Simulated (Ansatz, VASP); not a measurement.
**Two plane-wave programs on SiPd3Pt**

```
CELL_PARAMETERS angstrom
5.16272 0.00000 0.00000
-2.58136 4.47105 0.00000
0.00000 0.00000 4.48548
ATOMIC_POSITIONS crystal
Si 0.00000 0.00000 0.00000
Pd 0.50000 0.00000 0.00000
Pd 0.00000 0.50000 0.00000
Pd 0.50000 0.50000 0.00000
Pt 0.00000 0.00000 0.50000
```

Alike in both runs: functional PBE; k mesh 12 × 12 × 8; occupations gaussian, width 0.1 eV; no spin polarisation.

Ansatz relaxed the structure, and its values are those at the end. VASP's run is a single point on that final structure, the one shown.

|  | VASP | Ansatz |
| --- | --- | --- |
| version | VASP 6.6.1 | Ansatz 0.2.0 |
| potentials or method | VASP PAW PBE potentials, release 64 (Si, Pd, Pt), cutoff 520 eV | scalar-relativistic, plane waves, PAW |
| valence electrons in the cell | 44 | 76 |

|  | VASP | Ansatz | Ansatz less VASP |
| --- | --- | --- | --- |
| gap on the k mesh at the Fermi level (eV) | none | none | - |
| pressure (GPa) | 0.0 | 0.0 | 0.00 |

A gap of «none» marks a metal or a gap that the smearing closes. With one functional, cell and mesh, what is left measures potentials, basis and numerics. VASP's potentials hold 44 valence electrons a cell and Ansatz's 76, so a difference there can come from the potentials and not from the codes.

Spin-orbit coupling is off throughout.
